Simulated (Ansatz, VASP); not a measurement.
# Two plane-wave programs on S

The input INCAR:

```
PREC     = Accurate       # precision mode
ENCUT    = 400            # plane-wave cutoff, eV
EDIFF    = 1E-6           # SCF threshold, eV
ISMEAR   = -1             # smearing method
SIGMA    = 0.1            # smearing width, eV
LREAL    = False          # projectors in reciprocal space
LASPH    = True           # aspherical terms in the spheres
NELM     = 120            # most SCF steps
ALGO     = Normal         # electronic algorithm
ISIF     = 2              # what is computed and relaxed
LWAVE    = False          # write WAVECAR
LCHARG   = False          # write CHGCAR
LDIPOL   = True         
IDIPOL   = 3            
DIPOL    = 0.5 0.5 0.500
GGA      = PS             # functional
NBANDS   = 23             # bands
GGA_COMPAT= False        
NELMDL   = -8
```

KPOINTS

```
regular mesh
0
Gamma
  6 6 1
```

The input POSCAR:

```
S
1.0
    2.8204368181      0.0000000000      0.0000000000
    0.0000000000      2.8204368181      0.0000000000
    0.0000000000      0.0000000000     23.9774000000
S
5
Direct
    0.0000000000      0.0000000000      0.3336475181
    0.5000000000      0.5000000000      0.4168237590
    1.0000000000      1.0000000000      0.5000000000
    0.5000000000      0.5000000000      0.5831762410
    1.0000000000      1.0000000000      0.6663524819
```

Input for Ansatz:

```yaml
crystal:
  lattice:
    - [2.820436818118782, 0.0, 0.0]
    - [5.756846443307665e-17, 2.820436818118782, 0.0]
    - [0.0, 0.0, 23.9774]
  atoms:
    - { symbol: S, position: [0.0, 0.0, 0.3336475180795249] }
    - { symbol: S, position: [0.4999999999999999, 0.49999999999999994, 0.4168237590397625] }
    - { symbol: S, position: [0.9999999999999998, 0.9999999999999999, 0.5] }
    - { symbol: S, position: [0.4999999999999998, 0.4999999999999998, 0.5831762409602377] }
    - { symbol: S, position: [0.9999999999999998, 0.9999999999999999, 0.6663524819204751] }
basis:
  ecutwfc: 462.593566181796
kpoints:
  mp_grid:
    grid: [6, 6, 1]
hamiltonian:
  xc: pbesol
efield:
  axis: 3
  dipole_correction: true
scf:
  occupations:
    method: fermi_dirac
    width: 0.1
output:
  write_potential: true
  forces: true
```

Alike in both runs: task single point; functional PBEsol; k mesh 6 × 6 × 1; occupations fermi-dirac, width 0.1 eV; no spin polarisation.

|  | VASP | Ansatz |
| --- | --- | --- |
| version | VASP 6.6.1 | Ansatz 0.2.0 |
| potentials or method | VASP PAW PBE potentials, release 64 (S), cutoff 400 eV | plane waves, PAW |
| valence electrons in the cell | 30 | 30 |

```tsv
	VASP	Ansatz	Ansatz less VASP
gap on the k mesh at the Fermi level (eV)	none	none	-
rms of the force components (eV/Å)	0.197	0.199	+0.0016
```

VASP's potentials were made for PBE, not for PBEsol. Atom by atom the forces differ by 0.002 eV/Å (rms over components). A gap of «none» marks a metal or a gap that the smearing closes. The functional is the same, so the differences come from potentials, cutoffs and numerics. Ansatz's warnings: xc potential rough in thin density.

The k mesh is coarse, so the values compare programs but aren't converged.
